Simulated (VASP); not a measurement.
# GaN (Fm-3m) in VASP: a series of runs

GaN is run at these levels: PBE, r2SCAN; tasks: single point.

Program: VASP 6.6.1. These are calculated values, not measurements. Logs are shortened: lines on timing, memory, paths and dates and some standing lists are left out, and cuts for length are marked.

### 1 The cell of the first run

It takes space group Fm-3m (No. 225, cubic). The conventional cell has a = 4.217 Å, b = 4.217 Å, c = 4.217 Å, α = 90.00°, β = 90.00°, γ = 90.00°. Within 2.8 Å of Ga (site symmetry m-3m) lie 6 N at 2.11 Å. Within 2.8 Å of N (site symmetry m-3m) lie 6 Ga at 2.11 Å.

### 2 Single point, PBE

INCAR reads:

```
ALGO     = Normal         # electronic algorithm
EDIFF    = 1E-6           # SCF threshold, eV
ENCUT    = 520            # plane-wave cutoff, eV
GGA      = PE             # functional
ISIF     = 2              # what is computed and relaxed
ISMEAR   = 0              # smearing method
LASPH    = True           # aspherical terms in the spheres
LCHARG   = True           # write CHGCAR
LELF     = True           # ELF
LREAL    = False          # projectors in reciprocal space
LVHAR    = True         
LWAVE    = False          # write WAVECAR
NBANDS   = 16             # bands
NELM     = 80             # most SCF steps
PREC     = Accurate       # precision mode
SIGMA    = 0.01           # smearing width, eV
```

KPOINTS reads:

```
k-points
0
Gamma
  6 6 6
```

POSCAR reads:

```
GaN
1.0
    0.0000000000      2.1085152343      2.1085152343
    2.1085152343      0.0000000000      2.1085152343
    2.1085152343      2.1085152343      0.0000000000
Ga N
1 1
Direct
    0.0000000000      0.0000000000      0.0000000000
    0.5000000000      0.5000000000      0.5000000000
```

Potentials or basis: VASP PAW PBE potentials, release 64 (Ga_d, N).

On the command line:

```
> cat potpaw_PBE.64/Ga_d/POTCAR potpaw_PBE.64/N/POTCAR > POTCAR
> mpirun -np 1 vasp_std > vasp.out
```

OUTCAR:

```text
EDIFF = 1E-6
   ENCUT = 520
   GGA = PE
   ISIF = 2
   ISMEAR = 0
   LASPH = True
   LREAL = False
   NELM = 80
   PREC = Accurate

 ion  position               nearest neighbor table
   1  0.000  0.000  0.000-   2 2.11   2 2.11   2 2.11   2 2.11   2 2.11   2 2.11
   2  0.500  0.500  0.500-   1 2.11   1 2.11   1 2.11   1 2.11   1 2.11   1 2.11

  LATTYP: Found a face centered cubic cell.
 ALAT       =     4.2170304686

  Lattice vectors:

 A1 = (   0.0000000000,   2.1085152343,   2.1085152343)
 A2 = (   2.1085152343,   0.0000000000,   2.1085152343)
 A3 = (   2.1085152343,   2.1085152343,   0.0000000000)

Analysis of symmetry for initial positions (statically):
=====================================================================
 Subroutine PRICEL returns:
 Original cell was already a primitive cell.

 Routine SETGRP: Setting up the symmetry group for a
 face centered cubic supercell.

 Subroutine GETGRP returns: Found 48 space group operations
 (whereof 48 operations were pure point group operations)
 out of a pool of 48 trial point group operations.

The static configuration has the point symmetry O_h .

Analysis of symmetry for dynamics (positions and initial velocities):
=====================================================================
 Subroutine PRICEL returns:
 Original cell was already a primitive cell.

 Routine SETGRP: Setting up the symmetry group for a
 face centered cubic supercell.

 Subroutine GETGRP returns: Found 48 space group operations
 (whereof 48 operations were pure point group operations)
 out of a pool of 48 trial point group operations.

The dynamic configuration has the point symmetry O_h .

 Subroutine INISYM returns: Found 48 space group operations
 (whereof 48 operations are pure point group operations),
 and found     1 'primitive' translations

----------------------------------------------------------------------------------------

                                     Primitive cell

  volume of cell :      18.7482

  direct lattice vectors                    reciprocal lattice vectors
     0.000000000  2.108515234  2.108515234    -0.237133691  0.237133691  0.237133691
     2.108515234  0.000000000  2.108515234     0.237133691 -0.237133691  0.237133691
     2.108515234  2.108515234  0.000000000     0.237133691  0.237133691 -0.237133691

  length of vectors
     2.981890841  2.981890841  2.981890841     0.410727601  0.410727601  0.410727601

  position of ions in fractional coordinates (direct lattice)
     0.000000000  0.000000000  0.000000000
     0.500000000  0.500000000  0.500000000

  ion indices of the primitive-cell ions
   primitive index   ion index
                 1           1
                 2           2

----------------------------------------------------------------------------------------

 KPOINTS: k-points

Automatic generation of k-mesh.
 Grid dimensions read from file:
 generate k-points for:    6    6    6

 Generating k-lattice:

  Cartesian coordinates                     Fractional coordinates (reciprocal lattice)
    -0.039522282  0.039522282  0.039522282     0.166666667  0.000000000  0.000000000
     0.039522282 -0.039522282  0.039522282     0.000000000  0.166666667  0.000000000
     0.039522282  0.039522282 -0.039522282     0.000000000  0.000000000  0.166666667

  Length of vectors
     0.068454600  0.068454600  0.068454600

  Shift w.r.t. Gamma in fractional coordinates (k-lattice)
     0.000000000  0.000000000  0.000000000

 Subroutine IBZKPT returns following result:
 ===========================================

 Found     16 irreducible k-points:

 Following reciprocal coordinates:
            Coordinates               Weight
  0.000000  0.000000  0.000000      1.000000
  0.166667  0.000000  0.000000      8.000000
  0.333333  0.000000  0.000000      8.000000
  0.500000  0.000000  0.000000      4.000000
  0.166667  0.166667  0.000000      6.000000
  0.333333  0.166667  0.000000     24.000000
[... 8 lines left out ...]
 -0.333333  0.333333  0.166667     24.000000
 -0.333333  0.500000  0.166667     12.000000
   k-points           NKPTS =     16   k-points in BZ     NKDIM =     16   number of bands    NBANDS=     16
   number of dos      NEDOS =    301   number of ions     NIONS =      2
   total plane-waves  NPLWV =  13824
   dimension x,y,z NGX =    24 NGY =   24 NGZ =   24
   dimension x,y,z NGXF=    48 NGYF=   48 NGZF=   48
   ions per type =               1   1
   NGX,Y,Z   is equivalent  to a cutoff of  13.38, 13.38, 13.38 a.u.
   NGXF,Y,Z  is equivalent  to a cutoff of  26.76, 26.76, 26.76 a.u.
 SYSTEM =  unknown system
   PREC   = accura    normal or accurate (medium, high low for compatibility)
   ISTART =      0    job   : 0-new  1-cont  2-samecut
   ICHARG =      2    charge: 1-file 2-atom 10-const
   ISPIN  =      1    spin polarized calculation?
   LNONCOLLINEAR =      F non collinear calculations
   LSORBIT =      F    spin-orbit coupling
   LASPH  =      T    aspherical Exc in radial PAW
   ENCUT  =  520.0 eV  38.22 Ry    6.18 a.u.   5.54  5.54  5.54*2*pi/ulx,y,z
   NELM   =     80;   NELMIN=  2; NELMDL= -5     # of ELM steps
   EDIFF  = 0.1E-05   stopping-criterion for ELM
   LREAL  =      F    real-space projection
   EDIFFG = 0.1E-04   stopping-criterion for IOM
   NSW    =      0    number of steps for IOM
   IBRION =     -1    ionic relax: 0-MD 1-quasi-New 2-CG
   NFREE  =      0    steps in history (QN), initial steepest desc. (CG)
   ISIF   =      2    stress and relaxation
   ISYM   =      2    0-nonsym 1-usesym 2-fastsym
   POTIM  = 0.5000    time-step for ionic-motion
   TEBEG  =    0.0;   TEEND  =   0.0 temperature during run
   PSTRESS=    0.0 pullay stress
   NELECT =      18.0000    total number of electrons
   NUPDOWN=      -1.0000    fix difference up-down
   EMIN   =  10.00;   EMAX   =-10.00  energy-range for DOS
   EFERMI =   0.00;   METHOD = LEGACY
   ISMEAR =     0;   SIGMA  =   0.01  broadening in eV -4-tet -1-fermi 0-gaus
   EFERMI_NEDOS =   21; number of points for ismear=-14 and -15
   IALGO  =     38    algorithm
   IMIX   =      4    mixing-type and parameters
     AMIX     =   0.40;   BMIX     =  1.00
     AMIX_MAG =   1.60;   BMIX_MAG =  1.00
  volume/ion in A,a.u.               =       9.37        63.26
  Fermi-wavevector in a.u.,A,eV,Ry     =   1.615024  3.051952 35.488101  2.608302
  Thomas-Fermi vector in A             =   2.709838
   LORBIT       =      0    0 simple, 1 ext, 2 COOP (PROOUT), +10 PAW based schemes
   GGA     = PE    functional components
   LHFCALC =     F    Hartree Fock is set to
   AEXX    =    0.0000 exact exchange contribution
   IVDW    =     0    specifies the selected vdW correction
   LEPSILON=     F    determine dielectric tensor
   LRPA    =     F    only Hartree local field effects (RPA)
 non-spin polarized calculation
 Gauss-broadening in eV      SIGMA  =   0.01
  energy-cutoff  :      520.00
  volume of cell :       18.75
 maximum number of plane-waves:       531
 NGX is ok and might be reduce to    24
   NGX = 11   NGY = 11   NGZ = 11

 number of electron      18.0000008 magnetization

 Free energy of the ion-electron system (eV)
  ---------------------------------------------------
  ext. energy  EPLUGINS =         0.00000000
  ---------------------------------------------------
  free energy    TOTEN  =       -11.17247734 eV

  energy without entropy =      -11.17247734  energy(sigma->0) =      -11.17247734

 E-fermi :   8.0860     XC(G=0): -13.1173

 val. band max:        8.0032236647   @ k =  -0.1667   0.1667   0.0000
 cond. band min:       8.6184359806   @ k =   0.5000   0.5000   0.0000
 fundamental gap:      0.6152123159
 Fermi energy:         8.0859608980

 k-point     1 :       0.0000    0.0000    0.0000
  band No.  band energies     occupation
      1      -9.3803      2.00000
      2      -6.0091      2.00000
      3      -6.0091      2.00000
      4      -6.0091      2.00000
      5      -5.9128      2.00000
      6      -5.9128      2.00000
[... 8 lines left out ...]
     15      23.9028      0.00000
     16      24.0976      0.00000

 k-point     2 :       0.1667    0.0000    0.0000
  band No.  band energies     occupation
      1      -8.8433      2.00000
      2      -6.0300      2.00000
      3      -6.0074      2.00000
      4      -6.0074      2.00000
      5      -5.9225      2.00000
      6      -5.9225      2.00000
[... 8 lines left out ...]
     15      24.6243      0.00000
     16      24.6243      0.00000

 k-point     3 :       0.3333    0.0000    0.0000
  band No.  band energies     occupation
      1      -7.4277      2.00000
      2      -6.1127      2.00000
      3      -6.1127      2.00000
      4      -6.0746      2.00000
      5      -5.8300      2.00000
      6      -5.8300      2.00000
[... 8 lines left out ...]
     15      27.6368      0.00000
     16      27.6368      0.00000

 k-point     4 :       0.5000    0.0000    0.0000
  band No.  band energies     occupation
      1      -6.2252      2.00000
      2      -6.2111      2.00000
      3      -6.1704      2.00000
      4      -6.1704      2.00000
      5      -5.7772      2.00000
      6      -5.7772      2.00000
[... 8 lines left out ...]
     15      31.2168      0.00000
     16      31.2168      0.00000
[... 172 lines left out ...]
 k-point    14 :       0.5000    0.3333    0.1667
  band No.  band energies     occupation
      1      -7.4279      2.00000
      2      -6.0834      2.00000
      3      -6.0229      2.00000
      4      -5.9018      2.00000
      5      -5.8073      2.00000
      6      -4.8036      2.00000
[... 8 lines left out ...]
     15      30.0718      0.00000
     16      32.4248      0.00000

 k-point    15 :      -0.3333    0.3333    0.1667
  band No.  band energies     occupation
      1      -7.3131      2.00000
      2      -6.0806      2.00000
      3      -5.9897      2.00000
      4      -5.9814      2.00000
      5      -5.7580      2.00000
      6      -3.8845      2.00000
[... 8 lines left out ...]
     15      26.8088      0.00000
     16      34.1070      0.00000

 k-point    16 :      -0.3333    0.5000    0.1667
  band No.  band energies     occupation
      1      -7.5499      2.00000
      2      -6.1089      2.00000
      3      -5.9318      2.00000
      4      -5.8777      2.00000
      5      -5.7219      2.00000
      6      -3.1597      2.00000
[... 8 lines left out ...]
     15      29.8657      0.00000
     16      35.8385      0.00000

------------------------ aborting loop because EDIFF is reached ----------------------------------------

  FORCE on cell =-STRESS in cart. coord.  units (eV):
  Direction    XX          YY          ZZ          XY          YZ          ZX
  --------------------------------------------------------------------------------------
  -------------------------------------------------------------------------------------
  Total        1.0447830      1.0447830      1.0447830     -0.0000000      0.0000000      0.0000000
  in kB       89.2845772     89.2845772     89.2845772     -0.0000000      0.0000000      0.0000000
  external PRESSURE =      89.2845772 kB  Pullay stress =       0.0000000 kB

 VOLUME and BASIS-vectors are now :
 -----------------------------------------------------------------------------
  energy-cutoff  :      520.00
  volume of cell :       18.75
      direct lattice vectors                 reciprocal lattice vectors
     0.000000000  2.108515234  2.108515234    -0.237133691  0.237133691  0.237133691
     2.108515234  0.000000000  2.108515234     0.237133691 -0.237133691  0.237133691
     2.108515234  2.108515234  0.000000000     0.237133691  0.237133691 -0.237133691

 POSITION                                       TOTAL-FORCE (eV/Angst)
 -----------------------------------------------------------------------------------
      0.00000      0.00000      0.00000         0.000000     -0.000000     -0.000000
      2.10852      2.10852      2.10852        -0.000000      0.000000      0.000000
 -----------------------------------------------------------------------------------
    total drift:                                0.000000     -0.000000     -0.000000

  FREE ENERGIE OF THE ION-ELECTRON SYSTEM (eV)
  ---------------------------------------------------
  free  energy   TOTEN  =       -11.1724773442 eV

  energy  without entropy=      -11.1724773442  energy(sigma->0) =      -11.17247734
```

It took 6.2 s on 1 thread of AMD EPYC 7R13 (Zen 3), shared host; peak memory 0.11 GiB.

What came out:

```
Free energy            : -11.1725 eV
Pressure               : 8.9 GPa
Band gap on the k mesh : 0.62 eV (least direct gap 2.83 eV)
```

Levels at points of the mesh, in eV from the valence-band top:
```tsv
k point	band 7	band 8	band 9	band 10	band 11	band 12
(0.00, 0.00, 0.00)	-0.53	-0.53	-0.53	2.30	14.74	14.74
(0.50, 0.00, 0.00)	-8.30	-0.18	-0.18	4.71	9.12	9.12
(0.50, 0.50, 0.00)	-7.19	-3.08	-3.08	0.62	7.82	11.98
```

Caveat: the k points lie up to 0.43 Å⁻¹ apart; the structure was generated, so it needn't be the stable form of GaN; semilocal functionals underestimate gaps, and a narrow one can read as zero. A k mesh can miss the band edges.

### 3 Single point, PBE

INCAR reads:

```
SYSTEM = GaN
PREC = Accurate
ENCUT = 520
EDIFF = 1E-7
ISMEAR = 0
SIGMA = 0.01
LREAL = .False.
LASPH = .True.
NELM = 80
ALGO = Normal
ISIF = 2
LWAVE = .False.
LCHARG = .False.
GGA = PE
NBANDS = 16
```

KPOINTS reads:

```
regular mesh
0
Gamma
  6 6 6
  0 0 0
```

POSCAR is that of step 2.

Potentials or basis: VASP PAW PBE potentials, release 64 (Ga_d, N).

On the command line:

```
> cat potpaw_PBE.64/Ga_d/POTCAR potpaw_PBE.64/N/POTCAR > POTCAR
> mpirun -np 1 vasp_std > vasp.out
```

It took 6.1 s on 1 thread of AMD EPYC 7R13 (Zen 3), shared host; peak memory 0.1 GiB.

It converged, with:

```
Free energy            : -11.1725 eV
Pressure               : 8.9 GPa
Band gap on the k mesh : 0.62 eV (least direct gap 2.83 eV)
```

Levels at points of the mesh, in eV from the valence-band top:
```tsv
k point	band 5	band 6	band 7	band 8	band 9	band 10	band 11	band 12	band 13	band 14
(0.00, 0.00, 0.00)	-13.92	-13.92	-0.53	-0.53	-0.53	2.30	14.74	14.74	14.74	15.90
(0.50, 0.00, 0.00)	-13.78	-13.78	-8.30	-0.18	-0.18	4.71	9.12	9.12	9.49	16.41
(0.50, 0.50, 0.00)	-13.73	-10.99	-7.19	-3.08	-3.08	0.62	7.82	11.98	14.58	14.58
```

Caveat: the k points lie up to 0.43 Å⁻¹ apart; the structure was generated, so it needn't be the stable form of GaN; semilocal functionals underestimate gaps, and a narrow one can read as zero.

(Part 1 of 2 ends here.)
